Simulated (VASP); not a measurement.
# GeMo (Fd-3m) in VASP: further runs, part 2 of 2

VASP 6.6.1. Earlier steps stand in the parts before.

### 3 Single point, PBE

File INCAR:

```
ALGO = Normal
EDIFF = 1E-6
ENCUT = 520
GGA = PE
ISIF = 2
ISMEAR = 0
LASPH = True
LCHARG = False
LREAL = False
LWAVE = False
NBANDS = 36
NELM = 60
PREC = Accurate
SIGMA = 0.1
```

File KPOINTS:

```
k-points
0
Gamma
  12 12 12
```

File POSCAR:

```
GeMo
1.0
    0.0000000000      3.1785884524      3.1785884524
    3.1785884524      0.0000000000      3.1785884524
    3.1785884524      3.1785884524      0.0000000000
Ge Mo
2 2
Direct
    0.5000000000      0.5000000000      0.5000000000
    0.7500000000      0.7500000000      0.7500000000
    0.0000000000      0.0000000000      0.0000000000
    0.2500000000      0.2500000000      0.2500000000
```

Potentials or basis: VASP PAW PBE potentials, release 64 (Ge_d, Mo_sv).

The run is started by

```bash
> cat potpaw_PBE.64/Ge_d/POTCAR potpaw_PBE.64/Mo_sv/POTCAR > POTCAR
> mpirun -np 1 vasp_std > vasp.out
```

OUTCAR:

```text
EDIFF = 1E-6
   ENCUT = 520
   GGA = PE
   ISIF = 2
   ISMEAR = 0
   LASPH = True
   LREAL = False
   NELM = 60
   PREC = Accurate

 ion  position               nearest neighbor table
   1  0.500  0.500  0.500-   2 2.75   4 2.75   4 2.75   4 2.75   4 2.75   2 2.75   2 2.75   2 2.75
                             3 3.18   3 3.18   3 3.18   3 3.18   3 3.18   3 3.18
   2  0.750  0.750  0.750-   1 2.75   3 2.75   1 2.75   1 2.75   1 2.75   3 2.75   3 2.75   3 2.75
                             4 3.18   4 3.18   4 3.18   4 3.18   4 3.18   4 3.18
   3  0.000  0.000  0.000-   2 2.75   4 2.75   2 2.75   2 2.75   2 2.75   4 2.75   4 2.75   4 2.75
                             1 3.18   1 3.18   1 3.18   1 3.18   1 3.18   1 3.18
   4  0.250  0.250  0.250-   1 2.75   3 2.75   3 2.75   3 2.75   3 2.75   1 2.75   1 2.75   1 2.75
                             2 3.18   2 3.18   2 3.18   2 3.18   2 3.18   2 3.18

  LATTYP: Found a face centered cubic cell.
 ALAT       =     6.3571769048

  Lattice vectors:

 A1 = (   0.0000000000,   3.1785884524,   3.1785884524)
 A2 = (   3.1785884524,   0.0000000000,   3.1785884524)
 A3 = (   3.1785884524,   3.1785884524,   0.0000000000)

Analysis of symmetry for initial positions (statically):
=====================================================================
 Subroutine PRICEL returns:
 Original cell was already a primitive cell.

 Routine SETGRP: Setting up the symmetry group for a
 face centered cubic supercell.

 Subroutine GETGRP returns: Found 48 space group operations
 (whereof 24 operations were pure point group operations)
 out of a pool of 48 trial point group operations.

The static configuration has the point symmetry T_d .
 The point group associated with its full space group is O_h .

Analysis of symmetry for dynamics (positions and initial velocities):
=====================================================================
 Subroutine PRICEL returns:
[... 132 lines left out ...]
   IMIX   =      4    mixing-type and parameters
     AMIX     =   0.40;   BMIX     =  1.00
     AMIX_MAG =   1.60;   BMIX_MAG =  1.00
  volume/ion in A,a.u.               =      16.06       108.36
  Fermi-wavevector in a.u.,A,eV,Ry     =   1.563963  2.955462 33.279592  2.445981
  Thomas-Fermi vector in A             =   2.666657
   LORBIT       =      0    0 simple, 1 ext, 2 COOP (PROOUT), +10 PAW based schemes
   GGA     = PE    functional components
   LHFCALC =     F    Hartree Fock is set to
   AEXX    =    0.0000 exact exchange contribution
   IVDW    =     0    specifies the selected vdW correction
   LEPSILON=     F    determine dielectric tensor
   LRPA    =     F    only Hartree local field effects (RPA)
 non-spin polarized calculation
 Gauss-broadening in eV      SIGMA  =   0.10
  energy-cutoff  :      520.00
  volume of cell :       64.23
 maximum number of plane-waves:      1759
 NGX is ok and might be reduce to    36
   NGX = 17   NGY = 17   NGZ = 17

 number of electron      56.0000014 magnetization

 Free energy of the ion-electron system (eV)
  ---------------------------------------------------
  ext. energy  EPLUGINS =         0.00000000
  ---------------------------------------------------
  free energy    TOTEN  =       -29.94304320 eV

  energy without entropy =      -29.93410392  energy(sigma->0) =      -29.93857356

 E-fermi :  10.0467     XC(G=0): -12.6850

 val. band max:       10.0234796551   @ k =  -0.3333   0.4167   0.1667
 cond. band min:      10.0598761375   @ k =  -0.4167   0.3333   0.1667
 fundamental gap:      0.0363964824
 Fermi energy:        10.0467009210

 k-point     1 :       0.0000    0.0000    0.0000
  band No.  band energies     occupation
      1     -50.7105      2.00000
      2     -50.5064      2.00000
      3     -24.9466      2.00000
      4     -24.9466      2.00000
      5     -24.9466      2.00000
      6     -24.5048      2.00000
[... 925 lines left out ...]
     35      15.0913      0.00000
     36      15.6344      0.00000

 [... further k-points ...]

------------------------ aborting loop because EDIFF is reached ----------------------------------------

  FORCE on cell =-STRESS in cart. coord.  units (eV):
  Direction    XX          YY          ZZ          XY          YZ          ZX
  --------------------------------------------------------------------------------------
  -------------------------------------------------------------------------------------
  Total        0.1140719      0.1140719      0.1140719      0.0000000      0.0000000     -0.0000000
  in kB        2.8454863      2.8454863      2.8454863      0.0000000      0.0000000     -0.0000000
  external PRESSURE =       2.8454863 kB  Pullay stress =       0.0000000 kB

 VOLUME and BASIS-vectors are now :
 -----------------------------------------------------------------------------
  energy-cutoff  :      520.00
  volume of cell :       64.23
      direct lattice vectors                 reciprocal lattice vectors
     0.000000000  3.178588452  3.178588452    -0.157302528  0.157302528  0.157302528
     3.178588452  0.000000000  3.178588452     0.157302528 -0.157302528  0.157302528
     3.178588452  3.178588452  0.000000000     0.157302528  0.157302528 -0.157302528

 POSITION                                       TOTAL-FORCE (eV/Angst)
 -----------------------------------------------------------------------------------
      3.17859      3.17859      3.17859         0.000000      0.000000      0.000000
      4.76788      4.76788      4.76788        -0.000000     -0.000000     -0.000000
      0.00000      0.00000      0.00000         0.000000     -0.000000      0.000000
      1.58929      1.58929      1.58929        -0.000000      0.000000     -0.000000
 -----------------------------------------------------------------------------------
    total drift:                                0.000000      0.000000      0.000000

  FREE ENERGIE OF THE ION-ELECTRON SYSTEM (eV)
  ---------------------------------------------------
  free  energy   TOTEN  =       -29.9430432023 eV

  energy  without entropy=      -29.9341039246  energy(sigma->0) =      -29.93857356
```

OSZICAR:

```text
N       E                     dE             d eps       ncg     rms          rms(c)
DAV:   1     0.615077459942E+03    0.61508E+03   -0.28932E+04  7108   0.383E+03
DAV:   2     0.502961606951E+02   -0.56478E+03   -0.54811E+03  5392   0.831E+02
DAV:   3    -0.271594352560E+02   -0.77456E+02   -0.74734E+02  5760   0.196E+02
DAV:   4    -0.311428037331E+02   -0.39834E+01   -0.39083E+01  6400   0.450E+01
DAV:   5    -0.312191731945E+02   -0.76369E-01   -0.76279E-01  5992   0.711E+00    0.171E+01
DAV:   6    -0.300808857427E+02    0.11383E+01   -0.52834E+00  5808   0.115E+01    0.385E+00
DAV:   7    -0.299759282898E+02    0.10496E+00   -0.33796E-01  6356   0.494E+00    0.249E+00
DAV:   8    -0.299441138085E+02    0.31814E-01   -0.97358E-02  6624   0.199E+00    0.438E-01
DAV:   9    -0.299430385079E+02    0.10753E-02   -0.57141E-03  6916   0.971E-01    0.176E-01
DAV:  10    -0.299430425965E+02   -0.40886E-05   -0.50960E-04  6284   0.193E-01    0.555E-02
DAV:  11    -0.299430444529E+02   -0.18564E-05   -0.74398E-05  6668   0.949E-02    0.109E-02
DAV:  12    -0.299430431875E+02    0.12654E-05   -0.54633E-06  6012   0.194E-02    0.540E-03
DAV:  13    -0.299430432023E+02   -0.14816E-07   -0.65529E-07  2948   0.108E-02
   1 F= -.29943043E+02 E0= -.29938574E+02  d E =-.893928E-02
```

stdout:

```text
POSCAR found type information on POSCAR GeMo
 POSCAR found :  2 types and       4 ions
 scaLAPACK will be used
 LDA part: xc-table for (Slater+PW92), standard interpolation
 POSCAR, INCAR and KPOINTS ok, starting setup
 FFT: planning ... GRIDC
 FFT: planning ... GRID_SOFT
 FFT: planning ... GRID
 WAVECAR not read
 entering main loop
```

It took 98 s on 1 thread of Intel Xeon Platinum 8488C (Sapphire Rapids), shared host; peak memory 0.29 GiB.

What came out:

```
Free energy            : -29.9430 eV
Pressure               : 0.3 GPa
Band gap on the k mesh : zero (band 28 reaches 10.12 eV, above the bottom of band 29 at 9.79 eV)
```
